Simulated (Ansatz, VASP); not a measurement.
Two plane-wave programs on PbS

```
CELL_PARAMETERS angstrom
0.00000 2.81675 3.11325
2.81675 0.00000 3.11325
2.81675 2.81675 0.00000
ATOMIC_POSITIONS crystal
Pb 0.00000 0.00000 0.00000
S 0.50000 0.50000 0.50000
```

Change from the starting cell: strain -0.050 along x and y, +0.050 along z, atoms carried along.

Alike in both runs: task single point; functional PBEsol; k mesh 10 × 10 × 10; occupations gaussian, width 0.03 eV; no spin polarisation.

```csv
,VASP,Ansatz
version,VASP 6.6.1,Ansatz 0.2.0
potentials or method,"VASP PAW PBE potentials, release 64 (Pb_d, S), cutoff 520 eV","scalar-relativistic, plane waves, PAW"
valence electrons in the cell,20,20
```

```tsv
	VASP	Ansatz	Ansatz less VASP
gap on the k mesh at the Fermi level (eV)	0.22	0.23	+0.006
least direct gap on the mesh (eV)	0.22	0.23	+0.006
pressure (GPa)	4.2	4.2	+0.04
traceless stress, the component that is largest in VASP (GPa)	-8.91	-8.88	+0.026
```

VASP's potentials were made for PBE, not for PBEsol. The functional is the same, so the differences come from potentials, cutoffs and numerics.

Spin-orbit coupling is off throughout.
